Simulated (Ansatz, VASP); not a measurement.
## TiAl in VASP and in Ansatz

File INCAR:

```
SYSTEM = TiAl
PREC = Accurate
ENCUT = 520
EDIFF = 1E-6
ISMEAR = 0
SIGMA = 0.1
LREAL = .FALSE.
LASPH = .TRUE.
NELM = 100
ALGO = Fast
ISIF = 2
LWAVE = .FALSE.
LCHARG = .FALSE.
GGA = PS
NBANDS = 14
```

Contents of KPOINTS:

```
Automatic mesh
0
G
  6 6 6
  0 0 0
```

The input POSCAR:

```
TiAl
1.0
    3.1790640000      0.0000000000      0.0000000000
    0.0000000000      3.1790640000      0.0000000000
    0.0000000000      0.0000000000      3.1790640000
Ti Al
1 1
Direct
    0.0000000000      0.0000000000      0.0000000000
    0.5000000000      0.5000000000      0.5000000000
```

Input for Ansatz:

```yaml
crystal:
  lattice:
    - [3.179064, 0.0, 0.0]
    - [0.0, 3.179064, 0.0]
    - [0.0, 0.0, 3.179064]
  atoms:
    - { symbol: Ti, position: [0.0, 0.0, 0.0] }
    - { symbol: Al, position: [0.5, 0.5, 0.5] }
basis:
  ecutwfc: 420
kpoints:
  mp_grid: { grid: [6, 6, 6] }
hamiltonian:
  xc: pbesol
  pseudopotentials: { kind: paw, azcp: { folder: soft_1 } }
scf:
  occupations: { method: gaussian, width: 0.1 }
output:
  forces: true
  stress: true
  eigenvalues: true
```

Alike in both runs: task single point; functional PBEsol; k mesh 6 × 6 × 6; occupations gaussian, width 0.1 eV; no spin polarisation.

|  | VASP | Ansatz |
| --- | --- | --- |
| version | VASP 6.6.1 | Ansatz 0.2.0 |
| potentials or method | VASP PAW PBE potentials, release 64 (Ti_sv, Al), cutoff 520 eV | scalar-relativistic, plane waves, PAW |
| valence electrons in the cell | 15 | 15 |

VASP gave:

```
gap on the k mesh at the Fermi level (eV) : none
pressure (GPa)                            : -2.6
```

**Question.** Which values does Ansatz return?

**Answer.** gap on the k mesh at the Fermi level (eV): none; pressure (GPa): -2.7.

VASP's potentials were made for PBE, not for PBEsol, and Ansatz warns of the same on its side. A gap of «none» marks a metal or a gap that the smearing closes.
